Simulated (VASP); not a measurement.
Here is a VASP 6.6.1 calculation.

The input INCAR:

```
SYSTEM = ZnO
ALGO = Normal
EDIFF = 1E-6
ENCUT = 910
GGA = PE
GGA_COMPAT = .False.
ISIF = 2
ISMEAR = -1
LASPH = .True.
LCHARG = .False.
LREAL = .False.
LWAVE = .False.
NBANDS = 26
NELM = 120
PREC = Accurate
SIGMA = 0.03
```

KPOINTS

```
k-points
0
Gamma
  8 8 4
  0 0 0
```

The input POSCAR:

```
ZnO
1.0
    3.2199992200      0.0000000000      0.0000000000
   -1.6099996100      2.7886011300      0.0000000000
    0.0000000000      0.0000000000      5.2000000000
Zn O
2 2
Direct
    0.3333333300      0.6666666700      0.0000000000
    0.6666666700      0.3333333300      0.5000000000
    0.3333333300      0.6666666700      0.3750000000
    0.6666666700      0.3333333300      0.8750000000
```

Potentials or basis: VASP PAW PBE potentials, release 64 (Zn, O_h).

Launch:

```console
$ cat potpaw_PBE.64/Zn/POTCAR potpaw_PBE.64/O_h/POTCAR > POTCAR
$ mpirun -np 1 vasp_std > vasp.out
```

**Question.** Predict the pressure.

**Answer.** 8.8 GPa.

**Question.** Estimate the band gap on the k mesh.

**Answer.** 0.81 eV, direct.

Forces on the atoms (eV/Å):
```
Zn   0.000  0.000 -0.157
Zn   0.000  0.000 -0.157
O    0.000  0.000  0.157
O    0.000  0.000  0.157
```

Caveat: the cutoff is under 1.25 times the usual one of these potentials, so pressure, stress and relaxed cells hold a basis-set (Pulay) error.
